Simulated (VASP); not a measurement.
The system is AlFe.

```xyz
2
Lattice="2.9100 0.0000 0.0000 0.0000 2.9100 0.0000 0.0000 0.0000 2.9100" Properties=species:S:1:pos:R:3 pbc="T T T"
Fe    1.4550    1.4550    1.4550
Al    0.0000    0.0000    0.0000
```

```yaml
Program: VASP 6.6.1
Task: relaxation of cell and atoms
Functional: PBE
Dispersion: D4
Potentials_or_basis: VASP PAW PBE potentials, release 64 (Fe, Al)
Cutoff: 600 eV
k_mesh: 9 × 9 × 9
Occupations: fermi-dirac, width 0.05 eV
Spin: collinear spin, ferromagnetic start
Starting_moments: "[3.0, 0.0] μB"
```

At the start: pressure -10.9 GPa; volume 12.32 Å³/atom.

Problem. How do energy, volume and symmetry change on relaxing?

Solution. Over 3 steps the energy falls by 29.3 meV/atom and the volume is 11.52 Å³/atom (-6.5 %); space group Pm-3m (No. 221, to 0.05 Å); moment 0.60 μB per cell.

Step by step:
| step | energy change (eV) | largest force (eV/Å) | pressure (GPa) | volume (Å³) |
| --- | --- | --- | --- | --- |
| 1 | 0.0000 | 0.0000 | -10.93 | 24.64 |
| 2 | -0.0126 | 0.0000 | 12.15 | 21.76 |
| 3 | -0.0585 | 0.0000 | -0.07 | 23.05 |

Final structure:
```cif
data_structure
_symmetry_space_group_name_H-M 'P 1'
_symmetry_Int_Tables_number 1
_cell_length_a 2.8458
_cell_length_b 2.8458
_cell_length_c 2.8458
_cell_angle_alpha 90.000
_cell_angle_beta 90.000
_cell_angle_gamma 90.000
_cell_volume 23.05
loop_
_atom_site_label
_atom_site_type_symbol
_atom_site_fract_x
_atom_site_fract_y
_atom_site_fract_z
_atom_site_occupancy
Fe1 Fe 0.50000 0.50000 0.50000 1
Al1 Al 0.00000 0.00000 0.00000 1
```

Caveat: pairwise dispersion overbinds metals, which lowers pressure and volume.
